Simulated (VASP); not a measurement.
# Nd3Si2I (Cmmm) in VASP: single point with PBE

Aim: the single point of Nd3Si2I with PBE.

All numbers are computed with VASP 6.6.1; they aren't measurements. Logs are shortened: lines on timing, memory, paths and dates and some standing lists are left out, and cuts for length are marked.

## 1. The cell of the first run

It takes space group Cmmm (No. 65, orthorhombic). The conventional cell has a = 8.093 Å, b = 11.181 Å, c = 6.314 Å, α = 90.00°, β = 90.00°, γ = 90.00°. Nd (site symmetry 2/m) has 4 Si at 2.94 to 4.21 Å and 4 Nd at 3.45 to 4.05 Å within 4.3 Å. Within 3.9 Å of Nd (site symmetry mmm) lie 2 Si at 2.92 Å and 2 I at 3.16 Å and 4 Nd at 3.45 Å. Si (site symmetry 2mm) has 1 Si at 2.24 Å and 3 Nd at 2.92 to 2.94 Å within 3.0 Å. I (site symmetry mmm) has 2 Nd at 3.16 Å and 4 Si at 4.30 Å within 4.4 Å.

The cell was generated, and may not be a known phase.

## 2. Single point, PBE

The input, INCAR:

```
SYSTEM = Nd3Si2I
PREC     = Accurate       ! precision mode
ENCUT    = 500            ! plane-wave cutoff, eV
EDIFF    = 1E-6           ! SCF threshold, eV
ISMEAR   = 0              ! smearing method
SIGMA    = 0.15           ! smearing width, eV
LREAL    = .FALSE.        ! projectors in reciprocal space
LASPH    = .TRUE.         ! aspherical terms in the spheres
NELM     = 200            ! most SCF steps
ALGO     = Normal         ! electronic algorithm
ISIF     = 2              ! what is computed and relaxed
LWAVE    = .FALSE.        ! write WAVECAR
LCHARG   = .TRUE.         ! write CHGCAR
GGA      = PE             ! functional
LELF     = .TRUE.         ! ELF
LVHAR    = .TRUE.       
NBANDS   = 33             ! bands
GGA_COMPAT= .FALSE.      
LMAXMIX  = 6              ! l up to which the mixer works
```

The input, KPOINTS:

```
Automatic mesh
0
G
  2 2 2
  0 0 0
```

The input, POSCAR:

```
Nd3Si2I
1.0
    5.5904796800     -4.0465349849      0.0000000000
    5.5904796800      4.0465349849      0.0000000000
    0.0000000000      0.0000000000      6.3140761900
Nd Si I
3 2 1
Direct
    0.0000000000      0.5000000000      0.0000000000
    0.5000000000      0.0000000000      0.0000000000
    0.5000000000      0.5000000000      0.0000000000
    0.8613699756      0.1386300244      0.0000000000
    0.1386300244      0.8613699756      0.0000000000
    0.5000000000      0.5000000000      0.5000000000
```

Potentials or basis: VASP PAW PBE potentials, release 64 (Nd_3, Si, I), 4f in core.

Run with:

```sh
$ cat potpaw_PBE.64/Nd_3/POTCAR potpaw_PBE.64/Si/POTCAR potpaw_PBE.64/I/POTCAR > POTCAR
$ mpirun -np 1 vasp_std > vasp.out
```

OUTCAR:

```text
SYSTEM = Nd3Si2I
   PREC = Accurate
   ENCUT = 500
   EDIFF = 1E-6
   ISMEAR = 0
   LREAL = .FALSE.
   LASPH = .TRUE.
   NELM = 200
   ISIF = 2
   GGA = PE

 ion  position               nearest neighbor table
   1  0.000  0.500  0.000-   4 2.94   5 2.94   3 3.45   3 3.45
   2  0.500  0.000  0.000-   4 2.94   5 2.94   3 3.45   3 3.45
   3  0.500  0.500  0.000-   4 2.92   5 2.92   6 3.16   6 3.16   1 3.45   2 3.45   2 3.45   1 3.45

   4  0.861  0.139  0.000-   5 2.24   3 2.92   1 2.94   2 2.94
   5  0.139  0.861  0.000-   4 2.24   3 2.92   1 2.94   2 2.94
   6  0.500  0.500  0.500-   3 3.16   3 3.16

  LATTYP: Found a base centered orthorhombic cell.
 ALAT       =     8.0930699698
 B/A-ratio  =     1.3815473487
 C/A-ratio  =     0.7801830719

  Lattice vectors:

 A1 = (  -5.5904796800,  -4.0465349849,   0.0000000000)
 A2 = (   5.5904796800,  -4.0465349849,   0.0000000000)
 A3 = (   0.0000000000,   0.0000000000,   6.3140761900)

Analysis of symmetry for initial positions (statically):
=====================================================================
 Subroutine PRICEL returns:
 Original cell was already a primitive cell.

 Routine SETGRP: Setting up the symmetry group for a
 base centered orthorhombic supercell.

 Subroutine GETGRP returns: Found  8 space group operations
 (whereof  8 operations were pure point group operations)
 out of a pool of  8 trial point group operations.

The static configuration has the point symmetry D_2h.

Analysis of symmetry for dynamics (positions and initial velocities):
=====================================================================
 Subroutine PRICEL returns:
 Original cell was already a primitive cell.

 Routine SETGRP: Setting up the symmetry group for a
 base centered orthorhombic supercell.

 Subroutine GETGRP returns: Found  8 space group operations
 (whereof  8 operations were pure point group operations)
 out of a pool of  8 trial point group operations.

The dynamic configuration has the point symmetry D_2h.

 Subroutine INISYM returns: Found  8 space group operations
 (whereof  8 operations are pure point group operations),
 and found     1 'primitive' translations

----------------------------------------------------------------------------------------

                                     Primitive cell

  volume of cell :     285.6750

  direct lattice vectors                    reciprocal lattice vectors
     5.590479680 -4.046534985  0.000000000     0.089437764 -0.123562505  0.000000000
     5.590479680  4.046534985  0.000000000     0.089437764  0.123562505  0.000000000
     0.000000000  0.000000000  6.314076190     0.000000000  0.000000000  0.158376296

  length of vectors
     6.901297591  6.901297591  6.314076190     0.152534607  0.152534607  0.158376296

  position of ions in fractional coordinates (direct lattice)
     0.000000000  0.500000000  0.000000000
     0.500000000  0.000000000  0.000000000
     0.500000000  0.500000000  0.000000000
     0.861369976  0.138630024  0.000000000
     0.138630024  0.861369976  0.000000000
     0.500000000  0.500000000  0.500000000

  ion indices of the primitive-cell ions
   primitive index   ion index
                 1           1
                 2           2
                 3           3
                 4           4
                 5           5
                 6           6

----------------------------------------------------------------------------------------

 KPOINTS: Automatic mesh

Automatic generation of k-mesh.
 Grid dimensions read from file:
 generate k-points for:    2    2    2

 Generating k-lattice:

  Cartesian coordinates                     Fractional coordinates (reciprocal lattice)
     0.044718882 -0.061781253  0.000000000     0.500000000  0.000000000  0.000000000
     0.044718882  0.061781253  0.000000000     0.000000000  0.500000000  0.000000000
     0.000000000  0.000000000  0.079188148     0.000000000  0.000000000  0.500000000

  Length of vectors
     0.076267303  0.076267303  0.079188148

  Shift w.r.t. Gamma in fractional coordinates (k-lattice)
     0.000000000  0.000000000  0.000000000

 Subroutine IBZKPT returns following result:
 ===========================================

 Found      6 irreducible k-points:

 Following reciprocal coordinates:
            Coordinates               Weight
  0.000000  0.000000  0.000000      1.000000
  0.500000  0.000000  0.000000      2.000000
  0.500000  0.500000  0.000000      1.000000
  0.000000  0.000000  0.500000      1.000000
  0.500000  0.000000  0.500000      2.000000
  0.500000  0.500000  0.500000      1.000000
   k-points           NKPTS =      6   k-points in BZ     NKDIM =      6   number of bands    NBANDS=     33
   number of dos      NEDOS =    301   number of ions     NIONS =      6
   total plane-waves  NPLWV = 120000
   dimension x,y,z NGX =    50 NGY =   50 NGZ =   48
   dimension x,y,z NGXF=   100 NGYF=  100 NGZF=   96
   ions per type =               3   2   1
   NGX,Y,Z   is equivalent  to a cutoff of  12.04, 12.04, 12.64 a.u.
   NGXF,Y,Z  is equivalent  to a cutoff of  24.09, 24.09, 25.28 a.u.
 SYSTEM =  Nd3Si2I
   PREC   = accura    normal or accurate (medium, high low for compatibility)
   ISTART =      0    job   : 0-new  1-cont  2-samecut
   ICHARG =      2    charge: 1-file 2-atom 10-const
   ISPIN  =      1    spin polarized calculation?
   LNONCOLLINEAR =      F non collinear calculations
   LSORBIT =      F    spin-orbit coupling
   LASPH  =      T    aspherical Exc in radial PAW
   ENCUT  =  500.0 eV  36.75 Ry    6.06 a.u.  12.58 12.58 11.51*2*pi/ulx,y,z
   NELM   =    200;   NELMIN=  2; NELMDL= -5     # of ELM steps
   EDIFF  = 0.1E-05   stopping-criterion for ELM
   LREAL  =      F    real-space projection
   EDIFFG = 0.1E-04   stopping-criterion for IOM
   NSW    =      0    number of steps for IOM
   IBRION =     -1    ionic relax: 0-MD 1-quasi-New 2-CG
   NFREE  =      0    steps in history (QN), initial steepest desc. (CG)
   ISIF   =      2    stress and relaxation
   ISYM   =      2    0-nonsym 1-usesym 2-fastsym
   POTIM  = 0.5000    time-step for ionic-motion
   TEBEG  =    0.0;   TEEND  =   0.0 temperature during run
   PSTRESS=    0.0 pullay stress
   NELECT =      48.0000    total number of electrons
   NUPDOWN=      -1.0000    fix difference up-down
   EMIN   =  10.00;   EMAX   =-10.00  energy-range for DOS
   EFERMI =   0.00;   METHOD = LEGACY
   ISMEAR =     0;   SIGMA  =   0.15  broadening in eV -4-tet -1-fermi 0-gaus
   EFERMI_NEDOS =   21; number of points for ismear=-14 and -15
   IALGO  =     38    algorithm
   IMIX   =      4    mixing-type and parameters
     AMIX     =   0.40;   BMIX     =  1.00
     AMIX_MAG =   1.60;   BMIX_MAG =  1.00
  volume/ion in A,a.u.               =      47.61       321.30
  Fermi-wavevector in a.u.,A,eV,Ry     =   0.903368  1.707117 11.103348  0.816073
  Thomas-Fermi vector in A             =   2.026685
   LORBIT       =      0    0 simple, 1 ext, 2 COOP (PROOUT), +10 PAW based schemes
   GGA     = PE    functional components
   LHFCALC =     F    Hartree Fock is set to
   AEXX    =    0.0000 exact exchange contribution
   IVDW    =     0    specifies the selected vdW correction
   LEPSILON=     F    determine dielectric tensor
   LRPA    =     F    only Hartree local field effects (RPA)
 non-spin polarized calculation
 Gauss-broadening in eV      SIGMA  =   0.15
  energy-cutoff  :      500.00
  volume of cell :      285.67
 maximum number of plane-waves:      7282
   NGX = 25   NGY = 25   NGZ = 23

 number of electron      47.9999999 magnetization

 Free energy of the ion-electron system (eV)
  ---------------------------------------------------
  ext. energy  EPLUGINS =         0.00000000
  ---------------------------------------------------
  free energy    TOTEN  =       -24.72355959 eV

  energy without entropy =      -24.62229478  energy(sigma->0) =      -24.67292718

 E-fermi :   1.7804     XC(G=0):  -7.1328

 val. band max:        1.7355647528   @ k =   0.5000   0.0000   0.5000
 cond. band min:       1.7819393764   @ k =   0.5000   0.0000   0.0000
 fundamental gap:      0.0463746235
 Fermi energy:         1.7804317027

 k-point     1 :       0.0000    0.0000    0.0000
  band No.  band energies     occupation
      1     -37.1475      2.00000
      2     -37.1325      2.00000
      3     -36.2256      2.00000
      4     -18.4875      2.00000
      5     -18.4739      2.00000
      6     -18.4474      2.00000
[... 25 lines left out ...]
     32       4.1609      0.00000
     33       4.5186      0.00000

 k-point     2 :       0.5000    0.0000    0.0000
  band No.  band energies     occupation
      1     -37.1400      2.00000
      2     -37.1384      2.00000
      3     -36.2277      2.00000
      4     -18.4607      2.00000
      5     -18.4581      2.00000
      6     -18.3804      2.00000
[... 25 lines left out ...]
     32       3.3823      0.00000
     33       3.7475      0.00000

 k-point     3 :       0.5000    0.5000    0.0000
  band No.  band energies     occupation
      1     -37.1440      2.00000
      2     -37.1327      2.00000
      3     -36.2299      2.00000
      4     -18.4680      2.00000
      5     -18.4481      2.00000
      6     -18.3114      2.00000
[... 25 lines left out ...]
     32       3.2850      0.00000
     33       3.9902      0.00000

 k-point     4 :       0.0000    0.0000    0.5000
  band No.  band energies     occupation
      1     -37.1475      2.00000
      2     -37.1325      2.00000
      3     -36.2256      2.00000
      4     -18.4872      2.00000
      5     -18.4750      2.00000
      6     -18.4479      2.00000
[... 25 lines left out ...]
     32       3.8342      0.00000
     33       3.9508      0.00000

 k-point     5 :       0.5000    0.0000    0.5000
  band No.  band energies     occupation
      1     -37.1400      2.00000
      2     -37.1384      2.00000
      3     -36.2278      2.00000
      4     -18.4615      2.00000
      5     -18.4587      2.00000
      6     -18.3802      2.00000
[... 25 lines left out ...]
     32       3.6210      0.00000
     33       3.6725      0.00000

 k-point     6 :       0.5000    0.5000    0.5000
  band No.  band energies     occupation
      1     -37.1440      2.00000
      2     -37.1327      2.00000
      3     -36.2300      2.00000
      4     -18.4687      2.00000
      5     -18.4487      2.00000
      6     -18.3113      2.00000
[... 25 lines left out ...]
     32       3.4492      0.00000
     33       3.9253      0.00000

------------------------ aborting loop because EDIFF is reached ----------------------------------------

  FORCE on cell =-STRESS in cart. coord.  units (eV):
  Direction    XX          YY          ZZ          XY          YZ          ZX
  --------------------------------------------------------------------------------------
  -------------------------------------------------------------------------------------
  Total        0.6299250     -0.3994735     -0.0529520      0.0000000      0.0000000      0.0000000
  in kB        3.5328668     -2.2404041     -0.2969754      0.0000000      0.0000000      0.0000000
  external PRESSURE =       0.3318291 kB  Pullay stress =       0.0000000 kB

 VOLUME and BASIS-vectors are now :
 -----------------------------------------------------------------------------
  energy-cutoff  :      500.00
  volume of cell :      285.67
      direct lattice vectors                 reciprocal lattice vectors
     5.590479680 -4.046534985  0.000000000     0.089437764 -0.123562505  0.000000000
     5.590479680  4.046534985  0.000000000     0.089437764  0.123562505  0.000000000
     0.000000000  0.000000000  6.314076190     0.000000000  0.000000000  0.158376296

 POSITION                                       TOTAL-FORCE (eV/Angst)
 -----------------------------------------------------------------------------------
      2.79524      2.02327      0.00000         0.000000     -0.000000      0.000000
      2.79524     -2.02327      0.00000         0.000000     -0.000000      0.000000
      5.59048      0.00000      0.00000         0.000000     -0.000000      0.000000
      5.59048     -2.92459      0.00000         0.000000     -0.102620     -0.000000
      5.59048      2.92459      0.00000         0.000000      0.102620      0.000000
      5.59048      0.00000      3.15704        -0.000000     -0.000000      0.000000
 -----------------------------------------------------------------------------------
    total drift:                                0.000000      0.000000     -0.000000

  FREE ENERGIE OF THE ION-ELECTRON SYSTEM (eV)
  ---------------------------------------------------
  free  energy   TOTEN  =       -24.7235595887 eV

  energy  without entropy=      -24.6222947804  energy(sigma->0) =      -24.67292718
```

It took 36 s on 1 thread of Intel Xeon 6975P-C (Granite Rapids), shared host; peak memory 0.36 GiB.

What came out:

| Property | Result |
| --- | --- |
| Free energy | -24.7236 eV |
| Pressure | 0.0 GPa |
| Largest force | 0.103 eV/Å |
| Band gap on the k mesh | zero (bands 24 and 25 overlap by 1.07 eV) |

Forces on the atoms (eV/Å):
```
Nd   0.000  0.000  0.000
Nd   0.000  0.000  0.000
Nd   0.000  0.000  0.000
Si   0.000 -0.103  0.000
Si   0.000  0.103  0.000
I    0.000  0.000  0.000
```

Levels at points of the mesh, in eV from the Fermi level:
```tsv
k point	band 20	band 21	band 22	band 23	band 24	band 25	band 26	band 27	band 28	band 29
(0.00, 0.00, 0.00)	-2.05	-2.03	-1.23	-1.05	-0.91	-0.70	0.16	0.31	0.56	0.73
(0.50, 0.00, 0.00)	-1.69	-1.61	-1.16	-0.29	-0.12	0.00	0.26	0.36	0.66	0.99
(0.50, 0.50, 0.00)	-2.47	-1.49	-0.69	-0.25	0.33	0.43	0.50	0.53	0.63	0.89
(0.00, 0.00, 0.50)	-2.00	-1.91	-1.35	-1.20	-0.20	0.12	0.32	0.51	0.66	1.24
(0.50, 0.00, 0.50)	-1.79	-1.25	-1.05	-0.12	-0.11	-0.04	0.19	0.53	0.56	1.36
(0.50, 0.50, 0.50)	-2.39	-1.81	-0.83	0.06	0.37	0.45	0.60	0.74	1.03	1.18
```

Caveat: the k points lie up to 0.50 Å⁻¹ apart, too coarse for converged energies and pressures of a metal; spin-orbit coupling is left out, which moves the levels of the heavy elements; the 4f electrons are frozen in the core, so they carry no moment and show no levels; the run has no spin polarisation, though such a crystal can be magnetic.

The gap in the log of VASP goes by the Fermi energy; the results here count the filled bands.